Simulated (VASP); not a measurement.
Wanted: the native input for a VASP 6.6.1 run.

```yaml
Task: dielectric tensor
Functional: LDA
Potentials_or_basis: VASP PAW LDA potentials, release 64 (Al, O)
Cutoff: 520 eV
k_mesh: 12 × 12 × 4
Occupations: gaussian, width 0.01 eV
Spin: no spin polarisation
Dipole_correction: no
Further_INCAR_settings: ALGO = Normal; EDIFF = 1e-08
```

The structure of Al2O3 lies in POSCAR:

```
Al2O3
1.0
    2.8843249500      0.0000000000      0.0000000000
   -1.4421624700      2.4978986800      0.0000000000
    0.0000000000      0.0000000000      9.3367544600
Al O
2 3
Direct
    0.0000000000      0.0000000000      0.1499923300
    0.0000000000      0.0000000000      0.8500076700
    0.3333333300      0.6666666700      0.2223169200
    0.6666666700      0.3333333300      0.0000000000
    0.3333333300      0.6666666700      0.7776830800
```

One way to write it, as run:

INCAR

```
SYSTEM = Al2O3
  ALGO = Normal
  EDIFF = 1E-8
  ENCUT = 520
  ISIF = 2
  ISMEAR = 0
  LASPH = .True.
  LCHARG = .False.
  LEPSILON = .True.
  LREAL = .False.
  LWAVE = .False.
  NELM = 80
  PREC = Accurate
  SIGMA = 0.01
```

KPOINTS

```
k-points
0
Gamma
  12 12 4
  0 0 0
```

Potentials or basis: VASP PAW LDA potentials, release 64 (Al, O).

Run with:

```console
$ cat potpaw_LDA.64/Al/POTCAR potpaw_LDA.64/O/POTCAR > POTCAR
$ mpirun -np 1 vasp_std > vasp.out
```

Results of the run:

The band gap on the k mesh is 4.74 eV (least direct gap 4.99 eV), the electronic dielectric tensor (diagonal) is 2.70, 2.70, 1.95 and the born charges (mean of the diagonal) is Al +2.52; O -1.57, -1.89 (each value once) e.

Run time: 16 min on 1 thread of Intel Xeon 8259CL, on a shared host, peak memory 0.6 GiB.
